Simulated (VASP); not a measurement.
# In4Ru (I4/mmm) in VASP: notebook

Runs on In4Ru. Level: PBE. Tasks: single point.

All numbers are computed with VASP 6.6.1; they aren't measurements. Logs are shortened: lines on timing, memory, paths and dates and some standing lists are left out, and cuts for length are marked.

**1. The cell of the first run**

It takes space group I4/mmm (No. 139, tetragonal). Conventional cell: a = 6.709 Å, b = 6.709 Å, c = 5.812 Å, α = 90.00°, β = 90.00°, γ = 90.00°. In (site symmetry m2m) has 1 Ru at 2.68 Å and 4 In at 2.92 to 2.97 Å within 3.5 Å. Within 3.5 Å of Ru (site symmetry 4/mmm) lie 4 In at 2.68 Å.

**2. Single point, PBE**

File INCAR:

```
SYSTEM = In4Ru
  PREC = Accurate
  ENCUT = 520
  EDIFF = 1E-6
  ISMEAR = 0
  SIGMA = 0.2
  LREAL = .False.
  LASPH = .True.
  NELM = 60
  ALGO = Fast
  ISIF = 2
  LWAVE = .False.
  LCHARG = .False.
  GGA = PE
  NBANDS = 41
```

File KPOINTS:

```
regular mesh
0
Gamma
  4 4 4
  0 0 0
```

File POSCAR:

```
In4Ru
1.0
   -3.3547175460      3.3547175460      2.9059820657
    3.3547175460     -3.3547175460      2.9059820657
    3.3547175460      3.3547175460     -2.9059820657
In Ru
4 1
Direct
    0.7823044112      0.7823044112      0.5646088224
    0.2176955888      0.2176955888      0.4353911776
    0.2176955888      0.7823044112      0.0000000000
    0.7823044112      0.2176955888      0.0000000000
    0.5000000000      0.5000000000      0.0000000000
```

Potentials or basis: VASP PAW PBE potentials, release 64 (In_d, Ru_pv).

Launch:

```bash
> cat potpaw_PBE.64/In_d/POTCAR potpaw_PBE.64/Ru_pv/POTCAR > POTCAR
> mpirun -np 1 vasp_std > vasp.out
```

OUTCAR:

```text
SYSTEM = In4Ru
   PREC = Accurate
   ENCUT = 520
   EDIFF = 1E-6
   ISMEAR = 0
   LREAL = .False.
   LASPH = .True.
   NELM = 60
   ISIF = 2
   GGA = PE

 ion  position               nearest neighbor table
   1  0.782  0.782  0.565-   5 2.68   4 2.92   3 2.92   2 2.97   2 2.97   5 3.57   5 3.57   3 3.79
                             4 3.79
   2  0.218  0.218  0.435-   5 2.68   3 2.92   4 2.92   1 2.97   1 2.97   5 3.57   5 3.57   4 3.79
                             3 3.79
   3  0.218  0.782  0.000-   5 2.68   2 2.92   1 2.92   4 2.97   4 2.97   5 3.57   5 3.57   2 3.79
                             1 3.79
   4  0.782  0.218  0.000-   5 2.68   2 2.92   1 2.92   3 2.97   3 2.97   5 3.57   5 3.57   1 3.79
                             2 3.79
   5  0.500  0.500  0.000-   1 2.68   2 2.68   4 2.68   3 2.68   3 3.57   4 3.57   3 3.57   4 3.57
                             2 3.57   1 3.57   1 3.57   2 3.57

  LATTYP: Found a body centered tetragonal cell.
 ALAT       =     6.7094350920
 C/A-ratio  =     0.8662374778

  Lattice vectors:

 A1 = (  -3.3547175460,   3.3547175460,   2.9059820657)
 A2 = (   3.3547175460,  -3.3547175460,   2.9059820657)
 A3 = (   3.3547175460,   3.3547175460,  -2.9059820657)

Analysis of symmetry for initial positions (statically):
=====================================================================
 Subroutine PRICEL returns:
 Original cell was already a primitive cell.

 Routine SETGRP: Setting up the symmetry group for a
 body centered tetragonal supercell.

 Subroutine GETGRP returns: Found 16 space group operations
 (whereof 16 operations were pure point group operations)
 out of a pool of 16 trial point group operations.

The static configuration has the point symmetry D_4h.

Analysis of symmetry for dynamics (positions and initial velocities):
=====================================================================
 Subroutine PRICEL returns:
 Original cell was already a primitive cell.

 Routine SETGRP: Setting up the symmetry group for a
 body centered tetragonal supercell.

 Subroutine GETGRP returns: Found 16 space group operations
 (whereof 16 operations were pure point group operations)
 out of a pool of 16 trial point group operations.

The dynamic configuration has the point symmetry D_4h.

 Subroutine INISYM returns: Found 16 space group operations
 (whereof 16 operations are pure point group operations),
 and found     1 'primitive' translations

[... 91 lines left out ...]
   NSW    =      0    number of steps for IOM
   IBRION =     -1    ionic relax: 0-MD 1-quasi-New 2-CG
   NFREE  =      0    steps in history (QN), initial steepest desc. (CG)
   ISIF   =      2    stress and relaxation
   ISYM   =      2    0-nonsym 1-usesym 2-fastsym
   POTIM  = 0.5000    time-step for ionic-motion
   TEBEG  =    0.0;   TEEND  =   0.0 temperature during run
   PSTRESS=    0.0 pullay stress
   NELECT =      66.0000    total number of electrons
   NUPDOWN=      -1.0000    fix difference up-down
   EMIN   =  10.00;   EMAX   =-10.00  energy-range for DOS
   EFERMI =   0.00;   METHOD = LEGACY
   ISMEAR =     0;   SIGMA  =   0.20  broadening in eV -4-tet -1-fermi 0-gaus
   EFERMI_NEDOS =   21; number of points for ismear=-14 and -15
   IALGO  =     68    algorithm
   IMIX   =      4    mixing-type and parameters
     AMIX     =   0.40;   BMIX     =  1.00
     AMIX_MAG =   1.60;   BMIX_MAG =  1.00
  volume/ion in A,a.u.               =      26.16       176.56
  Fermi-wavevector in a.u.,A,eV,Ry     =   1.303270  2.462824 23.109682  1.698514
  Thomas-Fermi vector in A             =   2.434284
   LORBIT       =      0    0 simple, 1 ext, 2 COOP (PROOUT), +10 PAW based schemes
   GGA     = PE    functional components
   LHFCALC =     F    Hartree Fock is set to
   AEXX    =    0.0000 exact exchange contribution
   IVDW    =     0    specifies the selected vdW correction
   LEPSILON=     F    determine dielectric tensor
   LRPA    =     F    only Hartree local field effects (RPA)
 non-spin polarized calculation
 RMM-DIIS sequential band-by-band and
 Gauss-broadening in eV      SIGMA  =   0.20
  energy-cutoff  :      520.00
  volume of cell :      130.82
 maximum number of plane-waves:      3555
 NGX is ok and might be reduce to    42
   NGX = 21   NGY = 21   NGZ = 21

 number of electron      66.0000008 magnetization

 Free energy of the ion-electron system (eV)
  ---------------------------------------------------
  ext. energy  EPLUGINS =         0.00000000
  ---------------------------------------------------
  free energy    TOTEN  =       -17.51165133 eV

  energy without entropy =      -17.43048027  energy(sigma->0) =      -17.47106580

 E-fermi :   6.6209     XC(G=0): -10.0899

 val. band max:        6.5934651683   @ k =   0.2500   0.2500   0.0000
 cond. band min:       6.6309450285   @ k =   0.5000   0.5000   0.5000
 fundamental gap:      0.0374798602
 Fermi energy:         6.6209064967

 k-point     1 :       0.0000    0.0000    0.0000
  band No.  band energies     occupation
      1     -35.1579      2.00000
      2     -35.1579      2.00000
      3     -34.9681      2.00000
      4      -8.2526      2.00000
      5      -8.1383      2.00000
      6      -8.0528      2.00000
[... 561 lines left out ...]
     40      13.6357      0.00000
     41      13.7148      0.00000

------------------------ aborting loop because EDIFF is reached ----------------------------------------

  FORCE on cell =-STRESS in cart. coord.  units (eV):
  Direction    XX          YY          ZZ          XY          YZ          ZX
  --------------------------------------------------------------------------------------
  -------------------------------------------------------------------------------------
  Total        0.1654354      0.1654354     -0.0379318      0.0000000      0.0000000      0.0000000
  in kB        2.0261627      2.0261627     -0.4645675      0.0000000      0.0000000      0.0000000
  external PRESSURE =       1.1959193 kB  Pullay stress =       0.0000000 kB

 VOLUME and BASIS-vectors are now :
 -----------------------------------------------------------------------------
  energy-cutoff  :      520.00
  volume of cell :      130.82
      direct lattice vectors                 reciprocal lattice vectors
    -3.354717546  3.354717546  2.905982066     0.000000000  0.149043844  0.172058873
     3.354717546 -3.354717546  2.905982066     0.149043844  0.000000000  0.172058873
     3.354717546  3.354717546 -2.905982066     0.149043844  0.149043844  0.000000000

 POSITION                                       TOTAL-FORCE (eV/Angst)
 -----------------------------------------------------------------------------------
      1.89410      1.89410      2.90598        -0.013173     -0.013173     -0.000000
      1.46061      1.46061     -0.00000         0.013173      0.013173     -0.000000
      1.89410     -1.89410      2.90598        -0.013173      0.013173      0.000000
     -1.89410      1.89410      2.90598         0.013173     -0.013173      0.000000
      0.00000      0.00000      2.90598        -0.000000      0.000000      0.000000
 -----------------------------------------------------------------------------------
    total drift:                               -0.000000     -0.000000      0.000000

  FREE ENERGIE OF THE ION-ELECTRON SYSTEM (eV)
  ---------------------------------------------------
  free  energy   TOTEN  =       -17.5116513344 eV

  energy  without entropy=      -17.4304802683  energy(sigma->0) =      -17.47106580
```

OSZICAR:

```text
N       E                     dE             d eps       ncg     rms          rms(c)
DAV:   1     0.768878684146E+03    0.76888E+03   -0.32903E+04  1066   0.219E+03
DAV:   2     0.660711034470E+02   -0.70281E+03   -0.68635E+03  1066   0.564E+02
DAV:   3    -0.140735044794E+02   -0.80145E+02   -0.77323E+02  1214   0.209E+02
DAV:   4    -0.180294820458E+02   -0.39560E+01   -0.39078E+01  1265   0.494E+01
DAV:   5    -0.181940634420E+02   -0.16458E+00   -0.16453E+00  1676   0.896E+00    0.727E+00
RMM:   6    -0.180789181533E+02    0.11515E+00   -0.13902E+00  1245   0.739E+00    0.763E+00
RMM:   7    -0.176100619893E+02    0.46886E+00   -0.92972E-01  1260   0.468E+00    0.298E+00
RMM:   8    -0.175110904568E+02    0.98972E-01   -0.34728E-01  1271   0.440E+00    0.711E-01
RMM:   9    -0.175096597327E+02    0.14307E-02   -0.50293E-02  1378   0.200E+00    0.264E-01
RMM:  10    -0.175113436349E+02   -0.16839E-02   -0.20884E-02  1670   0.780E-01    0.285E-01
RMM:  11    -0.175115477171E+02   -0.20408E-03   -0.29455E-03  1637   0.315E-01    0.255E-01
RMM:  12    -0.175116793082E+02   -0.13159E-03   -0.87874E-04  1757   0.137E-01    0.172E-01
RMM:  13    -0.175116779170E+02    0.13913E-05   -0.28377E-04  1519   0.845E-02    0.978E-02
RMM:  14    -0.175116485516E+02    0.29365E-04   -0.12419E-04  1398   0.848E-02    0.456E-02
RMM:  15    -0.175116504869E+02   -0.19353E-05   -0.55570E-05  1597   0.317E-02    0.635E-02
RMM:  16    -0.175116513344E+02   -0.84750E-06   -0.85074E-06  1187   0.184E-02
   1 F= -.17511651E+02 E0= -.17471066E+02  d E =-.811711E-01
```

stdout:

```text
POSCAR found type information on POSCAR InRu
 POSCAR found :  2 types and       5 ions
 scaLAPACK will be used
 LDA part: xc-table for (Slater+PW92), standard interpolation
 POSCAR, INCAR and KPOINTS ok, starting setup
 FFT: planning ... GRIDC
 FFT: planning ... GRID_SOFT
 FFT: planning ... GRID
 WAVECAR not read
 entering main loop
```

It took 3.1 min on 1 thread of AMD EPYC 7R43 (Zen 3), shared host; peak memory 0.24 GiB.

Results:

```yaml
Free_energy: -17.5117 eV
Pressure: 0.1 GPa
Largest_force: 0.019 eV/Å
Band_gap_on_the_k_mesh: zero (band 33 reaches 7.89 eV, above the bottom of band 34 at 6.45 eV)
```

Forces on the atoms (eV/Å):
```
In  -0.013 -0.013  0.000
In   0.013  0.013  0.000
In  -0.013  0.013  0.000
In   0.013 -0.013  0.000
Ru   0.000  0.000  0.000
```

Caveat: spin-orbit coupling is left out, which moves the levels of the heavy elements.

**3. Single point, PBE**

File INCAR:

```
SYSTEM = In4Ru
  PREC = Accurate
  ENCUT = 520
  EDIFF = 1E-7
  ISMEAR = 0
  SIGMA = 0.2
  LREAL = .FALSE.
  LASPH = .TRUE.
  NELM = 60
  ALGO = Normal
  ISIF = 2
  LWAVE = .FALSE.
  LCHARG = .TRUE.
  GGA = PE
  LELF = .TRUE.
  LVHAR = .TRUE.
  NBANDS = 41
```

File KPOINTS:

```
Automatic mesh
0
G
  4 4 4
  0 0 0
```

File POSCAR:

```
In4Ru
1.0
   -3.3544171781      3.3544171781      2.9029800372
    3.3544171781     -3.3544171781      2.9029800372
    3.3544171781      3.3544171781     -2.9029800372
In Ru
4 1
Direct
    0.2821864280      0.2821864280      0.5643728559
    0.7178135720      0.7178135720      0.4356271441
    0.2821864280      0.7178135720      0.0000000000
    0.7178135720      0.2821864280      0.0000000000
    0.0000000000      0.0000000000      0.0000000000
```

Potentials or basis: VASP PAW PBE potentials, release 64 (In_d, Ru_pv).

Launch:

```bash
> cat potpaw_PBE.64/In_d/POTCAR potpaw_PBE.64/Ru_pv/POTCAR > POTCAR
> mpirun -np 1 vasp_std > vasp.out
```

It took 2.3 min on 1 thread of AMD EPYC 7R43 (Zen 3), shared host; peak memory 0.24 GiB.

The run converged. Its results:

```
Free energy            : -17.5116 eV
Pressure               : 0.2 GPa
Band gap on the k mesh : zero (band 33 reaches 7.90 eV, above the bottom of band 34 at 6.47 eV)
```

Stress tensor (GPa, compression positive):
```
0.26 0.00 0.00
0.00 0.26 0.00
0.00 0.00 0.09
```

Levels at points of the mesh, in eV from the Fermi level:
```csv
k point,band 29,band 30,band 31,band 32,band 33,band 34,band 35,band 36,band 37,band 38
"(0.00, 0.00, 0.00)",-2.23,-2.18,-1.43,-0.43,-0.43,0.79,1.10,1.39,1.53,1.53
"(0.50, 0.00, 0.00)",-1.65,-1.49,-1.21,-0.93,-0.08,0.07,0.60,3.11,3.84,3.89
"(0.50, 0.50, 0.00)",-2.25,-1.44,-1.40,-0.79,0.37,0.81,1.26,1.30,1.62,2.65
"(0.50, 0.50, 0.50)",-2.95,-2.18,-0.80,-0.80,0.01,0.05,1.28,2.15,2.15,3.27
```

Caveat: spin-orbit coupling is left out, which moves the levels of the heavy elements.
